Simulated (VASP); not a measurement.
# Mg (P6_3/mmc) in VASP: notebook

Mg is run at these levels: PBEsol; tasks: single point, relaxation of cell and atoms.

All numbers are computed with VASP 6.6.1; they aren't measurements. Logs are shortened: lines on timing, memory, paths and dates and some standing lists are left out, and cuts for length are marked.

## 1. The cell of the first run

Symmetry: P6_3/mmc, No. 194, hexagonal system. Conventional cell: a = 3.172 Å, b = 3.172 Å, c = 5.141 Å, α = 90.00°, β = 90.00°, γ = 120.00°. Within 4.2 Å of Mg (site symmetry -6m2) lie 12 Mg at 3.16 to 3.17 Å.

## 2. Single point, PBEsol

File INCAR:

```
ALGO = Normal ; EDIFF = 1E-6
ENCUT = 520 ; GGA = PS
ISIF = 2 ; ISMEAR = 0
LASPH = T ; LCHARG = F
LREAL = F ; LWAVE = F
NBANDS = 9 ; NELM = 80
PREC = Accurate ; SIGMA = 0.1
```

File KPOINTS:

```
k-points
0
Gamma
  6 6 4
```

File POSCAR:

```
Mg
1.0
    3.1720232900      0.0000000000      0.0000000000
   -1.5860116400      2.7470527500      0.0000000000
    0.0000000000      0.0000000000      5.1412049000
Mg
2
Direct
    0.3333333300      0.6666666700      0.2500000000
    0.6666666700      0.3333333300      0.7500000000
```

Potentials or basis: VASP PAW PBE potentials, release 64 (Mg).

Run with:

```bash
$ cat potpaw_PBE.64/Mg/POTCAR > POTCAR
$ mpirun -np 1 vasp_std > vasp.out
```

OUTCAR:

```text
EDIFF = 1E-6
   ENCUT = 520
   GGA = PS
   ISIF = 2
   ISMEAR = 0
   LASPH = T
   LREAL = F
   NELM = 80
   PREC = Accurate

 ion  position               nearest neighbor table
   1  0.333  0.667  0.250-   2 3.16   2 3.16   2 3.16   2 3.16   2 3.16   2 3.16
   2  0.667  0.333  0.750-   1 3.16   1 3.16   1 3.16   1 3.16   1 3.16   1 3.16

  LATTYP: Found a hexagonal cell.
 ALAT       =     3.1720232900
 C/A-ratio  =     1.6207967061

  Lattice vectors:

 A1 = (   3.1720232900,   0.0000000000,   0.0000000000)
 A2 = (  -1.5860116400,   2.7470527500,   0.0000000000)
 A3 = (   0.0000000000,   0.0000000000,   5.1412049000)

Analysis of symmetry for initial positions (statically):
=====================================================================
 Subroutine PRICEL returns:
 Original cell was already a primitive cell.

 Routine SETGRP: Setting up the symmetry group for a
 hexagonal supercell.

 Subroutine GETGRP returns: Found 24 space group operations
 (whereof 12 operations were pure point group operations)
 out of a pool of 24 trial point group operations.

The static configuration has the point symmetry D_3d.
 The point group associated with its full space group is D_6h.

Analysis of symmetry for dynamics (positions and initial velocities):
=====================================================================
 Subroutine PRICEL returns:
 Original cell was already a primitive cell.

 Routine SETGRP: Setting up the symmetry group for a
 hexagonal supercell.

 Subroutine GETGRP returns: Found 24 space group operations
 (whereof 12 operations were pure point group operations)
 out of a pool of 24 trial point group operations.

The dynamic configuration has the point symmetry D_3d.
 The point group associated with its full space group is D_6h.

 Subroutine INISYM returns: Found 24 space group operations
 (whereof 12 operations are pure point group operations),
 and found     1 'primitive' translations

----------------------------------------------------------------------------------------

                                     Primitive cell

  volume of cell :      44.7990

  direct lattice vectors                    reciprocal lattice vectors
     3.172023290  0.000000000  0.000000000     0.315256197  0.182013250  0.000000000
    -1.586011640  2.747052750  0.000000000     0.000000000  0.364026501  0.000000000
     0.000000000  0.000000000  5.141204900     0.000000000  0.000000000  0.194506934

  length of vectors
     3.172023290  3.172023287  5.141204900     0.364026500  0.364026501  0.194506934

  position of ions in fractional coordinates (direct lattice)
     0.333333330  0.666666670  0.250000000
     0.666666670  0.333333330  0.750000000

  ion indices of the primitive-cell ions
   primitive index   ion index
                 1           1
                 2           2

----------------------------------------------------------------------------------------

 KPOINTS: k-points

Automatic generation of k-mesh.
 Grid dimensions read from file:
 generate k-points for:    6    6    4

 Generating k-lattice:

  Cartesian coordinates                     Fractional coordinates (reciprocal lattice)
     0.052542700  0.030335542  0.000000000     0.166666667  0.000000000  0.000000000
     0.000000000  0.060671083  0.000000000     0.000000000  0.166666667  0.000000000
     0.000000000  0.000000000  0.048626733     0.000000000  0.000000000  0.250000000

  Length of vectors
     0.060671083  0.060671083  0.048626733

  Shift w.r.t. Gamma in fractional coordinates (k-lattice)
     0.000000000  0.000000000  0.000000000

 Subroutine IBZKPT returns following result:
 ===========================================

 Found     21 irreducible k-points:

 Following reciprocal coordinates:
            Coordinates               Weight
  0.000000  0.000000  0.000000      1.000000
  0.166667  0.000000  0.000000      6.000000
  0.333333  0.000000  0.000000      6.000000
  0.500000 -0.000000  0.000000      3.000000
  0.166667  0.166667  0.000000      6.000000
  0.333333  0.166667  0.000000     12.000000
[... 13 lines left out ...]
  0.333333  0.166667  0.500000     12.000000
  0.333333  0.333333  0.500000      2.000000
   k-points           NKPTS =     21   k-points in BZ     NKDIM =     21   number of bands    NBANDS=      9
   number of dos      NEDOS =    301   number of ions     NIONS =      2
   total plane-waves  NPLWV =  23040
   dimension x,y,z NGX =    24 NGY =   24 NGZ =   40
   dimension x,y,z NGXF=    48 NGYF=   48 NGZF=   80
   ions per type =               2
   NGX,Y,Z   is equivalent  to a cutoff of  12.58, 12.58, 12.93 a.u.
   NGXF,Y,Z  is equivalent  to a cutoff of  25.16, 25.16, 25.87 a.u.
 SYSTEM =  unknown system
   PREC   = accura    normal or accurate (medium, high low for compatibility)
   ISTART =      0    job   : 0-new  1-cont  2-samecut
   ICHARG =      2    charge: 1-file 2-atom 10-const
   ISPIN  =      1    spin polarized calculation?
   LNONCOLLINEAR =      F non collinear calculations
   LSORBIT =      F    spin-orbit coupling
   LASPH  =      T    aspherical Exc in radial PAW
   ENCUT  =  520.0 eV  38.22 Ry    6.18 a.u.   5.90  5.90  9.56*2*pi/ulx,y,z
   NELM   =     80;   NELMIN=  2; NELMDL= -5     # of ELM steps
   EDIFF  = 0.1E-05   stopping-criterion for ELM
   LREAL  =      F    real-space projection
   EDIFFG = 0.1E-04   stopping-criterion for IOM
   NSW    =      0    number of steps for IOM
   IBRION =     -1    ionic relax: 0-MD 1-quasi-New 2-CG
   NFREE  =      0    steps in history (QN), initial steepest desc. (CG)
   ISIF   =      2    stress and relaxation
   ISYM   =      2    0-nonsym 1-usesym 2-fastsym
   POTIM  = 0.5000    time-step for ionic-motion
   TEBEG  =    0.0;   TEEND  =   0.0 temperature during run
   PSTRESS=    0.0 pullay stress
   NELECT =       4.0000    total number of electrons
   NUPDOWN=      -1.0000    fix difference up-down
   EMIN   =  10.00;   EMAX   =-10.00  energy-range for DOS
   EFERMI =   0.00;   METHOD = LEGACY
   ISMEAR =     0;   SIGMA  =   0.10  broadening in eV -4-tet -1-fermi 0-gaus
   EFERMI_NEDOS =   21; number of points for ismear=-14 and -15
   IALGO  =     38    algorithm
   IMIX   =      4    mixing-type and parameters
     AMIX     =   0.40;   BMIX     =  1.00
     AMIX_MAG =   1.60;   BMIX_MAG =  1.00
  volume/ion in A,a.u.               =      22.40       151.16
  Fermi-wavevector in a.u.,A,eV,Ry     =   0.731710  1.382731  7.284544  0.535399
  Thomas-Fermi vector in A             =   1.823993
   LORBIT       =      0    0 simple, 1 ext, 2 COOP (PROOUT), +10 PAW based schemes
   GGA     = PS    functional components
   LHFCALC =     F    Hartree Fock is set to
   AEXX    =    0.0000 exact exchange contribution
   IVDW    =     0    specifies the selected vdW correction
   LEPSILON=     F    determine dielectric tensor
   LRPA    =     F    only Hartree local field effects (RPA)
 non-spin polarized calculation
 Gauss-broadening in eV      SIGMA  =   0.10
  energy-cutoff  :      520.00
  volume of cell :       44.80
 maximum number of plane-waves:      1224
 NGX is ok and might be reduce to    24
   NGX = 11   NGY = 11   NGZ = 19

 number of electron       4.0000000 magnetization

 Free energy of the ion-electron system (eV)
  ---------------------------------------------------
  ext. energy  EPLUGINS =         0.00000000
  ---------------------------------------------------
  free energy    TOTEN  =        -3.38461414 eV

  energy without entropy =       -3.37753875  energy(sigma->0) =       -3.38107644

 E-fermi :   2.5632     XC(G=0):  -8.6111

 val. band max:        2.5225998640   @ k =   0.1667   0.1667   0.0000
 cond. band min:       2.5796499352   @ k =   0.3333   0.1667   0.0000
 fundamental gap:      0.0570500712
 Fermi energy:         2.5631621596

 k-point     1 :       0.0000    0.0000    0.0000
  band No.  band energies     occupation
      1      -4.3149      2.00000
      2       1.0033      2.00000
      3       1.4999      2.00000
      4      13.7710      0.00000
      5      13.7710      0.00000
      6      13.9349      0.00000
      7      13.9349      0.00000
      8      14.6905      0.00000
      9      16.3677      0.00000

 k-point     2 :       0.1667    0.0000    0.0000
  band No.  band energies     occupation
      1      -3.7610      2.00000
      2       1.5091      2.00000
      3       2.0323      2.00000
      4       8.9381      0.00000
      5      11.5449      0.00000
      6      12.1489      0.00000
      7      13.7121      0.00000
      8      14.7186      0.00000
      9      16.1544      0.00000

 k-point     3 :       0.3333    0.0000    0.0000
  band No.  band energies     occupation
      1      -2.1190      2.00000
      2       3.0299      0.00000
      3       3.3177      0.00000
      4       4.6680      0.00000
      5       9.1644      0.00000
      6       9.3415      0.00000
      7      10.1615      0.00000
      8      12.0064      0.00000
      9      14.5857      0.00000

 k-point     4 :       0.5000   -0.0000    0.0000
  band No.  band energies     occupation
      1       0.5290      2.00000
      2       0.5656      2.00000
      3       5.4175      0.00000
      4       5.7488      0.00000
      5       6.0785      0.00000
      6       6.4893      0.00000
      7       9.7019      0.00000
      8      11.1799      0.00000
      9      14.0548      0.00000
[... 169 lines left out ...]
 k-point    19 :       0.1667    0.1667    0.5000
  band No.  band energies     occupation
      1      -1.2715      2.00000
      2      -1.2715      2.00000
      3       7.7045      0.00000
      4       7.7045      0.00000
      5       8.1742      0.00000
      6       8.1742      0.00000
      7      10.1573      0.00000
      8      10.1573      0.00000
      9      17.0608      0.00000

 k-point    20 :       0.3333    0.1667    0.5000
  band No.  band energies     occupation
      1       0.8379      2.00000
      2       0.8379      2.00000
      3       4.0270      0.00000
      4       4.0270      0.00000
      5       7.1943      0.00000
      6       7.1943      0.00000
      7      11.7203      0.00000
      8      11.7203      0.00000
      9      14.4750      0.00000

 k-point    21 :       0.3333    0.3333    0.5000
  band No.  band energies     occupation
      1       2.9123      0.00000
      2       2.9123      0.00000
      3       3.3744      0.00000
      4       3.3744      0.00000
      5       4.3343      0.00000
      6       4.3343      0.00000
      7      13.8503      0.00000
      8      13.8506      0.00000
      9      13.9861      0.00000

------------------------ aborting loop because EDIFF is reached ----------------------------------------

  FORCE on cell =-STRESS in cart. coord.  units (eV):
  Direction    XX          YY          ZZ          XY          YZ          ZX
  --------------------------------------------------------------------------------------
  -------------------------------------------------------------------------------------
  Total        0.0253107      0.0253107      0.1242345      0.0000000      0.0000000      0.0000000
  in kB        0.9052033      0.9052033      4.4430855      0.0000000      0.0000000      0.0000000
  external PRESSURE =       2.0844974 kB  Pullay stress =       0.0000000 kB

 VOLUME and BASIS-vectors are now :
 -----------------------------------------------------------------------------
  energy-cutoff  :      520.00
  volume of cell :       44.80
      direct lattice vectors                 reciprocal lattice vectors
     3.172023290  0.000000000  0.000000000     0.315256197  0.182013250  0.000000000
    -1.586011640  2.747052750  0.000000000     0.000000000  0.364026501  0.000000000
     0.000000000  0.000000000  5.141204900     0.000000000  0.000000000  0.194506934

 POSITION                                       TOTAL-FORCE (eV/Angst)
 -----------------------------------------------------------------------------------
     -0.00000      1.83137      1.28530         0.000000     -0.000000      0.000000
      1.58601      0.91568      3.85590        -0.000000      0.000000      0.000000
 -----------------------------------------------------------------------------------
    total drift:                                0.000000     -0.000000      0.000000

  FREE ENERGIE OF THE ION-ELECTRON SYSTEM (eV)
  ---------------------------------------------------
  free  energy   TOTEN  =        -3.3846141370 eV

  energy  without entropy=       -3.3775387518  energy(sigma->0) =       -3.38107644
```

It took 7.2 s on 1 thread of Intel Xeon 6975P-C, shared host; peak memory 0.15 GiB.

What came out:

```
Free energy            : -3.3846 eV
Pressure               : 0.2 GPa
Band gap on the k mesh : zero (band 2 reaches 3.03 eV, above the bottom of band 3 at 1.50 eV)
```

Levels at points of the mesh, in eV from the Fermi level:
```tsv
k point	band 1	band 2	band 3	band 4	band 5
(0.00, 0.00, 0.00)	-6.88	-1.56	-1.06	11.21	11.21
(0.50, 0.00, 0.00)	-2.03	-2.00	2.85	3.19	3.52
(0.00, 0.00, 0.50)	-5.46	-5.46	5.29	5.29	11.96
(0.50, 0.00, 0.50)	-0.97	-0.97	-0.28	-0.28	8.27
```

Caveat: the k points lie up to 0.38 Å⁻¹ apart; the PAW data sets were made with another functional, which shifts forces and pressure a little.

## 3. Single point, PBEsol

This run uses another cell than the first one, of 22.49 Å³/atom, 1.004 times its volume.

File INCAR:

```
SYSTEM = Mg
ALGO = Normal
EDIFF = 1E-6
ENCUT = 520
GGA = PS
ISIF = 2
ISMEAR = 0
LASPH = .TRUE.
LCHARG = .TRUE.
LELF = .TRUE.
LREAL = .FALSE.
LVHAR = .TRUE.
LWAVE = .FALSE.
NBANDS = 9
NELM = 80
PREC = Accurate
SIGMA = 0.1
```

File KPOINTS:

```
k-points
0
G
  18 18 8
  0 0 0
```

File POSCAR:

```
Mg
1.0
    3.1887258087     -0.0000000029      0.0000000000
   -1.5943629018      2.7615175575      0.0000000000
    0.0000000000      0.0000000000      5.1087549173
Mg
2
Direct
    0.3333333333      0.6666666667      0.2500000000
    0.6666666667      0.3333333333      0.7500000000
```

Potentials or basis: VASP PAW PBE potentials, release 64 (Mg).

Run with:

```bash
$ cat potpaw_PBE.64/Mg/POTCAR > POTCAR
$ mpirun -np 1 vasp_std > vasp.out
```

It took 31 s on 1 thread of Intel Xeon 6975P-C, shared host; peak memory 0.21 GiB.

The run converged. Its results:

| Item | Value |
| --- | --- |
| Free energy | -3.4508 eV |
| Pressure | 0.0 GPa |
| Band gap on the k mesh | zero (band 2 reaches 3.72 eV, above the bottom of band 3 at 1.59 eV) |

Levels at points of the mesh, in eV from the Fermi level:
```
           k point  band 1  band 2  band 3  band 4  band 5  band 6  band 7
(0.00, 0.00, 0.00)   -7.03   -1.66   -1.12   10.89   10.89   11.02   11.02
(0.50, 0.00, 0.00)   -2.22   -2.20    2.70    3.04    3.42    3.79    6.83
(0.00, 0.00, 0.50)   -5.59   -5.59    5.29    5.29   11.66   11.66   11.66
(0.50, 0.00, 0.50)   -1.15   -1.15   -0.47   -0.47    8.04    8.04    8.09
```

Caveat: the PAW data sets were made with another functional, which shifts forces and pressure a little.

## 4. Relaxation of cell and atoms, PBEsol

File INCAR:

```
SYSTEM = Mg
ALGO = Fast
EDIFF = 1E-6
EDIFFG = -0.005
ENCUT = 600
GGA = PS
IBRION = 2
ISIF = 3
ISMEAR = 0
LASPH = .TRUE.
LCHARG = .FALSE.
LREAL = .FALSE.
LWAVE = .FALSE.
NELM = 80
NSW = 100
PREC = Accurate
SIGMA = 0.1
```

KPOINTS is that of step 3.

File POSCAR:

```
Mg
1.0
    3.1720232900      0.0000000000      0.0000000000
   -1.5860116400      2.7470527500      0.0000000000
    0.0000000000      0.0000000000      5.1412049000
Mg
2
Direct
    0.3333333300      0.6666666700      0.2500000000
    0.6666666700      0.3333333300      0.7500000000
```

Run with:

```bash
$ cat potpaw_PBE.64/Mg/POTCAR > POTCAR
$ mpirun -np 1 vasp_std > vasp.out
```

It took 81 s on 1 thread of Intel Xeon 6975P-C, shared host; peak memory 0.23 GiB.

The run converged. Its results:

* Free energy: -3.4510 eV
* Relaxed volume: 22.48 Å³/atom
* Relaxed cell: a = 3.187 Å, b = 3.187 Å, c = 5.109 Å, α = 90.00°, β = 90.00°, γ = 120.00°
* Space group after relaxing (to 0.05 Å): P6_3/mmc (No. 194)
* Energy gained by relaxing: 0.3 meV/atom
* Ionic steps: 5
* Pressure after relaxing: 0.0 GPa
* Band gap on the k mesh: zero (band 2 reaches 3.72 eV, above the bottom of band 3 at 1.58 eV)

The path:
| step | energy change (eV) | largest force (eV/Å) | pressure (GPa) | volume (Å³) |
| --- | --- | --- | --- | --- |
| 1 | 0.0000 | 0.0000 | 0.12 | 44.80 |
| 2 | -0.0003 | 0.0000 | 0.03 | 44.91 |
| 3 | -0.0005 | 0.0000 | -0.11 | 45.08 |
| 4 | -0.0006 | 0.0000 | -0.03 | 44.98 |
| 5 | -0.0006 | 0.0000 | -0.01 | 44.95 |

Final structure:
```cif
data_structure
_symmetry_space_group_name_H-M 'P 1'
_symmetry_Int_Tables_number 1
_cell_length_a 3.1873
_cell_length_b 3.1873
_cell_length_c 5.1095
_cell_angle_alpha 90.000
_cell_angle_beta 90.000
_cell_angle_gamma 120.000
_cell_volume 44.95
loop_
_atom_site_label
_atom_site_type_symbol
_atom_site_fract_x
_atom_site_fract_y
_atom_site_fract_z
_atom_site_occupancy
Mg1 Mg 0.33333 0.66667 0.25000 1
Mg2 Mg 0.66667 0.33333 0.75000 1
```

Levels at points of the mesh, in eV from the Fermi level:
```
           k point  band 1  band 2  band 3  band 4  band 5  band 6
(0.00, 0.00, 0.00)   -7.03   -1.66   -1.13   10.90   10.90   11.03
(0.50, 0.00, 0.00)   -2.22   -2.20    2.70    3.04    3.42    3.79
(0.00, 0.00, 0.50)   -5.60   -5.60    5.28    5.28   11.67   11.67
(0.50, 0.00, 0.50)   -1.15   -1.15   -0.47   -0.47    8.05    8.08
```

Caveat: the PAW data sets were made with another functional, which shifts forces and pressure a little.

[end of part 1 of 2]
